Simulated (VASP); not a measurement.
# BP (F-43m) in VASP: further runs

Aim: see how the results for BP move with the level of theory and the settings. Levels: PBE+D3(BJ), PBE. Tasks: single point.

Program: VASP 6.6.1. These are calculated values, not measurements. Logs are shortened: lines on timing, memory, paths and dates and some standing lists are left out, and cuts for length are marked.

### 1 The cell of the first run

The structure is cubic, space group F-43m (No. 216). The conventional cell has a = 4.627 Å, b = 4.627 Å, c = 4.627 Å, α = 90.00°, β = 90.00°, γ = 90.00°. P (site symmetry -43m) has 4 B at 2.00 Å within 2.7 Å. B (site symmetry -43m) has 4 P at 2.00 Å within 2.7 Å.

### 2 Single point, PBE+D3(BJ)

INCAR

```
SYSTEM = BP
ALGO = Normal ; EDIFF = 1E-7
ENCUT = 520 ; GGA = PE
ISIF = 2 ; ISMEAR = -1
IVDW = 12 ; LASPH = .TRUE.
LCHARG = .FALSE. ; LREAL = .FALSE.
LWAVE = .FALSE. ; NBANDS = 11
NELM = 80 ; PREC = Accurate
SIGMA = 0.05
```

KPOINTS

```
k-points
0
G
  10 10 10
  0 0 0
```

POSCAR

```
BP
1.0
    0.0000000000      2.3135014941      2.3135014941
    2.3135014941      0.0000000000      2.3135014941
    2.3135014941      2.3135014941      0.0000000000
P B
1 1
Direct
    0.7500000000      0.7500000000      0.7500000000
    0.0000000000      0.0000000000      0.0000000000
```

Potentials or basis: VASP PAW PBE potentials, release 64 (P, B).

Started as:

```console
$ cat potpaw_PBE.64/P/POTCAR potpaw_PBE.64/B/POTCAR > POTCAR
$ mpirun -np 1 vasp_std > vasp.out
```

OUTCAR:

```text
SYSTEM = BP
   EDIFF = 1E-7
   ENCUT = 520
   GGA = PE
   ISIF = 2
   ISMEAR = -1
   IVDW = 12
   LASPH = .TRUE.
   LREAL = .FALSE.
   NELM = 80
   PREC = Accurate
 IVDW          = 12

 ion  position               nearest neighbor table
   1  0.750  0.750  0.750-   2 2.00   2 2.00   2 2.00   2 2.00
   2  0.000  0.000  0.000-   1 2.00   1 2.00   1 2.00   1 2.00

  LATTYP: Found a face centered cubic cell.
 ALAT       =     4.6270029882

  Lattice vectors:

 A1 = (   0.0000000000,   2.3135014941,   2.3135014941)
 A2 = (   2.3135014941,   0.0000000000,   2.3135014941)
 A3 = (   2.3135014941,   2.3135014941,   0.0000000000)

Analysis of symmetry for initial positions (statically):
=====================================================================
 Subroutine PRICEL returns:
 Original cell was already a primitive cell.

 Routine SETGRP: Setting up the symmetry group for a
 face centered cubic supercell.

 Subroutine GETGRP returns: Found 24 space group operations
 (whereof 24 operations were pure point group operations)
 out of a pool of 48 trial point group operations.

The static configuration has the point symmetry T_d .

Analysis of symmetry for dynamics (positions and initial velocities):
=====================================================================
 Subroutine PRICEL returns:
 Original cell was already a primitive cell.

 Routine SETGRP: Setting up the symmetry group for a
 face centered cubic supercell.

 Subroutine GETGRP returns: Found 24 space group operations
 (whereof 24 operations were pure point group operations)
 out of a pool of 48 trial point group operations.

The dynamic configuration has the point symmetry T_d .

 Subroutine INISYM returns: Found 24 space group operations
 (whereof 24 operations are pure point group operations),
 and found     1 'primitive' translations

----------------------------------------------------------------------------------------

                                     Primitive cell

  volume of cell :      24.7651

  direct lattice vectors                    reciprocal lattice vectors
     0.000000000  2.313501494  2.313501494    -0.216122618  0.216122618  0.216122618
     2.313501494  0.000000000  2.313501494     0.216122618 -0.216122618  0.216122618
     2.313501494  2.313501494  0.000000000     0.216122618  0.216122618 -0.216122618

  length of vectors
     3.271785190  3.271785190  3.271785190     0.374335355  0.374335355  0.374335355

  position of ions in fractional coordinates (direct lattice)
[... 81 lines left out ...]
   EDIFFG = 0.1E-05   stopping-criterion for IOM
   NSW    =      0    number of steps for IOM
   IBRION =     -1    ionic relax: 0-MD 1-quasi-New 2-CG
   NFREE  =      0    steps in history (QN), initial steepest desc. (CG)
   ISIF   =      2    stress and relaxation
   ISYM   =      2    0-nonsym 1-usesym 2-fastsym
   POTIM  = 0.5000    time-step for ionic-motion
   TEBEG  =    0.0;   TEEND  =   0.0 temperature during run
   PSTRESS=    0.0 pullay stress
   NELECT =       8.0000    total number of electrons
   NUPDOWN=      -1.0000    fix difference up-down
   EMIN   =  10.00;   EMAX   =-10.00  energy-range for DOS
[... 5 lines left out ...]
     AMIX     =   0.40;   BMIX     =  1.00
     AMIX_MAG =   1.60;   BMIX_MAG =  1.00
  volume/ion in A,a.u.               =      12.38        83.56
  Fermi-wavevector in a.u.,A,eV,Ry     =   1.123290  2.122709 17.167550  1.261779
  Thomas-Fermi vector in A             =   2.259955
   LORBIT       =      0    0 simple, 1 ext, 2 COOP (PROOUT), +10 PAW based schemes
   GGA     = PE    functional components
   LHFCALC =     F    Hartree Fock is set to
   AEXX    =    0.0000 exact exchange contribution
   IVDW    =    12    specifies the selected vdW correction
   LEPSILON=     F    determine dielectric tensor
   LRPA    =     F    only Hartree local field effects (RPA)
 non-spin polarized calculation
  energy-cutoff  :      520.00
  volume of cell :       24.77
 maximum number of plane-waves:       692
   NGX = 13   NGY = 13   NGZ = 13

 number of electron       7.9999999 magnetization

 Free energy of the ion-electron system (eV)
  ---------------------------------------------------
  ext. energy  EPLUGINS =         0.00000000
  ---------------------------------------------------
  free energy    TOTEN  =       -12.89942692 eV

  energy without entropy =      -12.89942689  energy(sigma->0) =      -12.89942690

 E-fermi :   7.3980     XC(G=0): -10.6578

 val. band max:        6.7568922107   @ k =   0.0000   0.0000   0.0000
 cond. band min:       8.0738595193   @ k =   0.4000   0.4000   0.0000
 fundamental gap:      1.3169673086
 Fermi energy:         7.3979571753

 k-point     1 :       0.0000    0.0000    0.0000
  band No.  band energies     occupation
      1      -8.1927      2.00000
      2       6.7569      1.99999
      3       6.7569      1.99999
      4       6.7569      1.99999
      5      10.0783      0.00000
      6      10.0783      0.00000
      7      10.0783      0.00000
      8      13.2611      0.00000
      9      17.8917      0.00000
     10      18.7244      0.00000
     11      18.7244      0.00000
[... 309 lines left out ...]
 k-point    24 :       0.4000    0.3000    0.0000
  band No.  band energies     occupation
      1      -5.4058      2.00000
      2       0.7228      2.00000
      3       2.9241      2.00000
      4       3.4232      2.00000
      5       8.6126      0.00000
      6      10.3916      0.00000
      7      15.8165      0.00000
      8      15.8812      0.00000
      9      20.0889      0.00000
     10      21.6962      0.00000
     11      23.0126      0.00000

 [... further k-points ...]

------------------------ aborting loop because EDIFF is reached ----------------------------------------

 Edisp (eV)   -0.61010

 E8    (eV) :    -0.2232

  FORCE on cell =-STRESS in cart. coord.  units (eV):
  Direction    XX          YY          ZZ          XY          YZ          ZX
  --------------------------------------------------------------------------------------
  -------------------------------------------------------------------------------------
  Total      -1.80772    -1.80772    -1.80772    -0.00000     0.00000    -0.00000
  in kB    -116.95062  -116.95062  -116.95062    -0.00000     0.00000    -0.00000
  external pressure =     -116.95 kB  Pullay stress =        0.00 kB

 VOLUME and BASIS-vectors are now :
 -----------------------------------------------------------------------------
  energy-cutoff  :      520.00
  volume of cell :       24.77
      direct lattice vectors                 reciprocal lattice vectors
     0.000000000  2.313501494  2.313501494    -0.216122618  0.216122618  0.216122618
     2.313501494  0.000000000  2.313501494     0.216122618 -0.216122618  0.216122618
     2.313501494  2.313501494  0.000000000     0.216122618  0.216122618 -0.216122618

 POSITION                                       TOTAL-FORCE (eV/Angst)
 -----------------------------------------------------------------------------------
      3.47025      3.47025      3.47025        -0.000000     -0.000000     -0.000000
      0.00000      0.00000      0.00000         0.000000      0.000000      0.000000
 -----------------------------------------------------------------------------------
    total drift:                               -0.000000     -0.000000     -0.000000

  FREE ENERGIE OF THE ION-ELECTRON SYSTEM (eV)
  ---------------------------------------------------
  free  energy   TOTEN  =       -13.5095306797 eV

  energy  without entropy=      -13.5095306554  energy(sigma->0) =      -13.50953067
```

stdout:

```text
POSCAR found type information on POSCAR P B
 POSCAR found :  2 types and       2 ions
 scaLAPACK will be used
 LDA part: xc-table for (Slater+PW92), standard interpolation
 POSCAR, INCAR and KPOINTS ok, starting setup
 FFT: planning ... GRIDC
 FFT: planning ... GRID_SOFT
 FFT: planning ... GRID
 WAVECAR not read
 entering main loop
```

Wall time 20 s (1 thread of AMD EPYC 7R13, shared host); peak memory 0.12 GiB.

Results:

| Quantity | Value |
| --- | --- |
| Free energy | -13.5095 eV |
| Pressure | -11.7 GPa |
| Band gap on the k mesh | 1.32 eV, indirect (least direct gap 3.32 eV) |
| Dispersion energy per atom | -0.305 eV |

A k mesh can miss the band edges. Expect the measured gap to be larger: semilocal functionals such as PBE lack the derivative discontinuity.

### 3 Single point, PBE

This run uses another cell than the first one, of 11.68 Å³/atom, 0.943 times its volume.

INCAR

```
PREC = Accurate
ENCUT = 520
EDIFF = 1E-6
ISMEAR = 0
SIGMA = 0.02
LREAL = F
LASPH = T
NELM = 60
ALGO = Normal
ISIF = 2
LWAVE = F
LCHARG = F
GGA = PE
NBANDS = 11
```

KPOINTS

```
regular mesh
0
Gamma
  10 10 10
```

POSCAR

```
BP
1.0
    3.2088505700      0.0000000000      0.0000000000
    1.6044252850      2.7789461106      0.0000000000
    1.6044252850      0.9263153702      2.6200155191
P B
1 1
Direct
    0.7500000000      0.7500000000      0.7500000000
    0.0000000000      0.0000000000      0.0000000000
```

Potentials or basis: VASP PAW PBE potentials, release 64 (P, B).

Started as:

```console
$ cat potpaw_PBE.64/P/POTCAR potpaw_PBE.64/B/POTCAR > POTCAR
$ mpirun -np 1 vasp_std > vasp.out
```

It took 15 s on 1 thread of AMD EPYC 7R13, shared host; peak memory 0.11 GiB.

Results (log left out):

```
Free energy            : -12.9305 eV
Pressure               : 0.9 GPa
Band gap on the k mesh : 1.24 eV, indirect (least direct gap 3.40 eV)
```

Levels at points of the mesh, in eV from the valence-band top:
```csv
k point,band 1,band 2,band 3,band 4,band 5,band 6,band 7,band 8,band 9
"(0.00, 0.00, 0.00)",-15.46,0.00,0.00,0.00,3.40,3.40,3.40,7.37,11.51
"(0.50, 0.00, 0.00)",-12.14,-9.03,-1.76,-1.76,3.78,4.71,4.71,10.13,14.63
"(0.50, 0.50, 0.00)",-10.61,-8.58,-4.11,-4.11,1.33,1.66,12.12,12.12,15.23
```

A k mesh can miss the band edges. Expect the measured gap to be larger: semilocal functionals such as PBE lack the derivative discontinuity.
